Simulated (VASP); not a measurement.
Input of a VASP 6.6.1 run:

INCAR

```
ALGO     = Normal         # electronic algorithm
EDIFF    = 1E-7           # SCF threshold, eV
ENCUT    = 520            # plane-wave cutoff, eV
GGA      = PE             # functional
ISIF     = 2              # what is computed and relaxed
ISMEAR   = 0              # smearing method
LASPH    = T              # aspherical terms in the spheres
LCHARG   = F              # write CHGCAR
LREAL    = Auto         
LWAVE    = F              # write WAVECAR
NBANDS   = 42             # bands
NELECT   = 60.0         
NELM     = 80             # most SCF steps
PREC     = Accurate       # precision mode
SIGMA    = 0.02           # smearing width, eV
```

KPOINTS

```
k-points
0
Gamma
  2 3 3
```

Contents of POSCAR:

```
Al8N7
1.0
   -3.1100000000     -5.3866780000      0.0000000000
    4.6650000000     -2.6933390000      0.0000000000
    0.0000000000      0.0000000000      4.9800000000
Al N
8 7
Direct
    0.5039910070      0.6603322384      0.0120087037
    0.5110685666      0.2871874465      0.4984107853
    0.2517889450      0.1663637369     -0.0112674224
    0.2569848144      0.8335936183      0.5007567070
   -0.0006911977      0.6667317799      0.0019931649
   -0.0100595891      0.3453139815      0.4607837705
    0.7668572034      0.1851453056      0.0161924841
    0.7235578634      0.8458954940      0.5124528669
    0.4956906039      0.6327765855      0.3906349835
    0.5058883376      0.3305170914      0.8859401065
    0.2416279577      0.1641677309      0.3667095378
    0.2541881544      0.8298314890      0.8840794283
   -0.0052096721      0.6931793975      0.3859792298
    0.0096236081      0.3391152095      0.8449930060
    0.7512017975      0.8387592951      0.9038228480
```

Potentials or basis: VASP PAW PBE potentials, release 64 (Al, N).

The run is started by

```bash
$ cat potpaw_PBE.64/Al/POTCAR potpaw_PBE.64/N/POTCAR > POTCAR
$ mpirun -np 1 vasp_std > vasp.out
```

Q: Predict the largest force.

A: 0.026 eV/Å.

Forces on the atoms (eV/Å):
```
Al   0.004  0.004 -0.002
Al   0.008 -0.002  0.006
Al  -0.002  0.006  0.000
Al  -0.008  0.015 -0.012
Al   0.019 -0.012  0.000
Al  -0.016  0.001  0.021
Al  -0.008  0.009 -0.005
Al   0.002 -0.025  0.006
N   -0.002  0.010  0.002
N    0.013 -0.002 -0.004
N    0.000 -0.006  0.001
N   -0.001 -0.005  0.014
N    0.007  0.003 -0.012
N   -0.009  0.008  0.010
N   -0.007 -0.003 -0.023
```

Caveat: the k points lie up to 0.51 Å⁻¹ apart; the cell carries a net charge on a neutralising background, which shifts energy and pressure.
